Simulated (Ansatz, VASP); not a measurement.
TiAl in VASP and in Ansatz

The input INCAR:

```
SYSTEM = TiAl
ALGO     = Fast           ! electronic algorithm
EDIFF    = 1E-6           ! SCF threshold, eV
ENCUT    = 520            ! plane-wave cutoff, eV
GGA      = PS             ! functional
ISIF     = 2              ! what is computed and relaxed
ISMEAR   = 0              ! smearing method
LASPH    = .TRUE.         ! aspherical terms in the spheres
LCHARG   = .FALSE.        ! write CHGCAR
LREAL    = .FALSE.        ! projectors in reciprocal space
LWAVE    = .FALSE.        ! write WAVECAR
NBANDS   = 14             ! bands
NELM     = 100            ! most SCF steps
PREC     = Accurate       ! precision mode
SIGMA    = 0.15           ! smearing width, eV
```

Contents of KPOINTS:

```
k-points
0
G
  20 20 20
  0 0 0
```

POSCAR

```
TiAl
1.0
    3.1091269662      0.0000000000      0.0000000000
    0.0000000000      3.1091269662      0.0000000000
    0.0000000000      0.0000000000      3.2511682997
Ti Al
1 1
Direct
    0.0000000000      0.0000000000      0.0000000000
    0.5000000000      0.5000000000      0.5000000000
```

Input for Ansatz:

```yaml
crystal:
  lattice:
    - [3.1091269662, 0.0, 0.0]
    - [0.0, 3.1091269662, 0.0]
    - [0.0, 0.0, 3.2511682997]
  atoms:
    - { symbol: Ti, position: [0.0, 0.0, 0.0] }
    - { symbol: Al, position: [0.5, 0.5, 0.5] }
basis:
  ecutwfc: 420
kpoints:
  mp_grid: { grid: [20, 20, 20] }
hamiltonian:
  xc: pbesol
scf:
  occupations: { method: gaussian, width: 0.15 }
output:
  forces: true
  stress: true
  eigenvalues: true
```

Change from the starting cell: strain -0.015 along x and y, +0.030 along z, atoms carried along.

Alike in both runs: task single point; functional PBEsol; k mesh 20 × 20 × 20; occupations gaussian, width 0.15 eV; no spin polarisation.

```csv
,VASP,Ansatz
version,VASP 6.6.1,Ansatz 0.2.0
potentials or method,"VASP PAW PBE potentials, release 64 (Ti_sv, Al), cutoff 520 eV","scalar-relativistic, plane waves, PAW"
valence electrons in the cell,15,15
```

Ansatz gave:

```
gap on the k mesh at the Fermi level (eV)                     : none
pressure (GPa)                                                : 0.1
traceless stress, the component that is largest in VASP (GPa) : 2.30
```

Task: Which values does VASP return?

Result: gap on the k mesh at the Fermi level (eV): none; pressure (GPa): 0.2; traceless stress, the component that is largest in VASP (GPa): 2.30.

VASP's potentials were made for PBE, not for PBEsol. A gap of «none» marks a metal or a gap that the smearing closes.
